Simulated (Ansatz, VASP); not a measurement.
# One calculation of Cd, two programs

```
Cd
1.0
     3.60390    0.00000    0.00000
     0.00000    3.60390    0.00000
     0.00000    0.00000    3.60390
Cd
2
Cartesian
  0.0000 0.0000 0.0000
  1.8020 1.8020 1.8020
```

Alike in both runs: task single point; functional PBE; k mesh 10 × 10 × 10; occupations fermi-dirac, width 0.05 eV; no spin polarisation.

|  | VASP | Ansatz |
| --- | --- | --- |
| version | VASP 6.6.1 | Ansatz 0.2.0 |
| potentials or method | VASP PAW PBE potentials, release 64 (Cd), cutoff 520 eV | all-electron LAPW, scalar-relativistic |

|  | VASP | Ansatz | Ansatz less VASP |
| --- | --- | --- | --- |
| pressure (GPa) | 0.3 | 0.1 | -0.20 |

Ansatz ran all-electron here, and VASP with PAW potentials.
